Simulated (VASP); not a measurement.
Write the native input for VASP 6.6.1 that does the following.

```
Task                   : single point
Functional             : r2SCAN
Potentials or basis    : VASP PAW PBE potentials, release 64 (B)
Cutoff                 : 520 eV
k mesh                 : 15 × 15 × 15
Occupations            : fermi-dirac, width 0.1 eV
Spin                   : no spin polarisation
Dipole correction      : no
Further INCAR settings : ALGO = Normal; EDIFF = 1e-07; NBANDS = 10
```

The system is B.

```
CELL_PARAMETERS angstrom
0.00000 2.10523 2.10523
2.10523 0.00000 2.10523
2.10523 2.10523 0.00000
ATOMIC_POSITIONS crystal
B 0.12500 0.12500 0.12500
B 0.87500 0.87500 0.87500
```

This cell differs from its parent crystal: volume scaled by 1.12.

These files were run (other wordings do the same):

POSCAR

```
B
1.0
    0.0000000000      2.1052250853      2.1052250853
    2.1052250853      0.0000000000      2.1052250853
    2.1052250853      2.1052250853      0.0000000000
B
2
Direct
    0.1250000000      0.1250000000      0.1250000000
    0.8750000000      0.8750000000      0.8750000000
```

INCAR.step1

```
PREC = Accurate ; ENCUT = 520
ISMEAR = -1 ; SIGMA = 0.1
LREAL = False ; LASPH = True
NELM = 100 ; NBANDS = 10
GGA = PE ; ALGO = Normal
EDIFF = 1E-4 ; LWAVE = True
LCHARG = False
```

INCAR.step2

```
PREC = Accurate ; ENCUT = 520
EDIFF = 1E-7 ; ISMEAR = -1
SIGMA = 0.1 ; LREAL = False
LASPH = True ; NELM = 100
ALGO = Normal ; ISIF = 2
LWAVE = False ; LCHARG = False
METAGGA = R2SCAN ; LMIXTAU = True
NBANDS = 10 ; ISTART = 1
```

KPOINTS

```
Automatic mesh
0
Gamma
  15 15 15
```

Potentials or basis: VASP PAW PBE potentials, release 64 (B).

Command:

```sh
$ cat potpaw_PBE.64/B/POTCAR > POTCAR
$ cp INCAR.step1 INCAR
$ mpirun -np 1 vasp_std > vasp.out
$ cp INCAR.step2 INCAR
$ mpirun -np 1 vasp_std > vasp.out
```

It gave:

The pressure is -16.7 GPa. The band gap on the k mesh is zero (band 3 reaches 6.83 eV, above the bottom of band 4 at 0.49 eV).

Caveat: the PAW data sets were made with another functional, which shifts forces and pressure a little.

Run time: 33 s on 1 thread of Intel(R) Xeon(R) 6975P-C (Granite Rapids), with other jobs on the host, peak memory 0.14 GiB.
